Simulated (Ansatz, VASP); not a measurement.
**Mn in VASP and in Ansatz**

```xyz
2
Lattice="0.0000 2.4797 2.4797 2.4797 0.0000 2.4797 2.4797 2.4797 0.0000" Properties=species:S:1:pos:R:3 pbc="T T T"
Mn    0.6199    0.6199    0.6199
Mn    4.3395    4.3395    4.3395
```

Alike in both runs: task single point; functional r2SCAN; k mesh 13 × 13 × 13; occupations fermi-dirac, width 0.1 eV; no spin polarisation.

|  | VASP | Ansatz |
| --- | --- | --- |
| version | VASP 6.6.1 | Ansatz 0.2.0 |
| potentials or method | VASP PAW PBE potentials, release 64 (Mn_pv), cutoff 520 eV | plane waves (500 eV) with PAW, scalar-relativistic |
| valence electrons in the cell | 26 | 30 |

```tsv
	VASP	Ansatz	Ansatz less VASP
pressure (GPa)	-5.0	-5.8	-0.77
```

VASP's potentials were made for PBE, not for r2SCAN. VASP's potentials hold 26 valence electrons a cell and Ansatz's 30, so a difference there can come from the potentials and not from the codes.
